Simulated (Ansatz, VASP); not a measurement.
# AlB2N3 in VASP and in Ansatz

INCAR

```
PREC = Accurate ; ENCUT = 600
EDIFF = 1E-6 ; ISMEAR = 0
SIGMA = 0.1 ; LREAL = F
LASPH = T ; NELM = 60
ALGO = Normal ; ISIF = 3
LWAVE = F ; LCHARG = F
GGA = PE ; IBRION = 2
NSW = 90 ; EDIFFG = -0.04
```

The input KPOINTS:

```
regular mesh
0
Gamma
  6 6 1
```

POSCAR

```
AlB2N3
1.0
    2.5910515900      0.0000000000      0.0000000000
   -1.2955258000      2.2439165000      0.0000000000
    0.0000000000      0.0000000000     21.2967081200
Al B N
2 4 6
Direct
    0.0000000000      0.0000000000      0.2500000000
    0.0000000000      0.0000000000      0.7500000000
    0.0000000000      0.0000000000      0.9166666700
    0.0000000000      0.0000000000      0.5833333300
    0.0000000000      0.0000000000      0.0833333300
    0.0000000000      0.0000000000      0.4166666700
    0.6666666700      0.3333333300      0.7500000000
    0.6666666700      0.3333333300      0.0833333300
    0.6666666700      0.3333333300      0.4166666700
    0.3333333300      0.6666666700      0.9166666700
    0.3333333300      0.6666666700      0.2500000000
    0.3333333300      0.6666666700      0.5833333300
```

Input for Ansatz:

```yaml
crystal:
  lattice:
    - [2.59105159, 0.0, 0.0]
    - [-1.2955258, 2.2439165, 0.0]
    - [0.0, 0.0, 21.29670812]
  atoms:
    - { symbol: Al, position: [0.0, 0.0, 0.25] }
    - { symbol: Al, position: [0.0, 0.0, 0.75] }
    - { symbol: B, position: [0.0, 0.0, 0.91666667] }
    - { symbol: B, position: [0.0, 0.0, 0.58333333] }
    - { symbol: B, position: [0.0, 0.0, 0.08333333] }
    - { symbol: B, position: [0.0, 0.0, 0.41666667] }
    - { symbol: "N", position: [0.66666667, 0.33333333, 0.75] }
    - { symbol: "N", position: [0.66666667, 0.33333333, 0.08333333] }
    - { symbol: "N", position: [0.66666667, 0.33333333, 0.41666667] }
    - { symbol: "N", position: [0.33333333, 0.66666667, 0.91666667] }
    - { symbol: "N", position: [0.33333333, 0.66666667, 0.25] }
    - { symbol: "N", position: [0.33333333, 0.66666667, 0.58333333] }
basis:
  ecutwfc: 420
kpoints:
  mp_grid: { grid: [6, 6, 1] }
hamiltonian:
  xc: pbe
scf:
  occupations: { method: gaussian, width: 0.1 }
  lower_state_search: "off"
output:
  forces: true
  stress: true
  eigenvalues: true
relax:
  adjacent_minimum: "off"
  f_tol: 0.04
  max_steps: 70
  cell: { stress_tol: 0.4 }
```

Alike in both runs: task relaxation of cell and atoms; functional PBE; k mesh 6 × 6 × 1; occupations gaussian, width 0.1 eV; no spin polarisation.

|  | VASP | Ansatz |
| --- | --- | --- |
| version | VASP 6.6.1 | Ansatz 0.2.0 |
| potentials or method | VASP PAW PBE potentials, release 64 (Al, B, N), cutoff 600 eV | scalar-relativistic, plane waves, PAW |
| valence electrons in the cell | 48 | 48 |

Ansatz gave:

```
gap on the k mesh at the Fermi level, each at its own relaxed structure (eV) : 2.86
relaxed volume (Å³/atom)                                                     : 13.42
relaxed cell length with the largest relative difference (Å)                 : 24.268
```

Question: Which values does VASP return?

Answer: gap on the k mesh at the Fermi level, each at its own relaxed structure (eV): 2.84; relaxed volume (Å³/atom): 13.25; relaxed cell length with the largest relative difference (Å): 23.924.

The k mesh is coarse, so the values compare programs but aren't converged. Noted on VASP's run: the volume moved by over 15 % at a fixed basis, so the end points are rough.
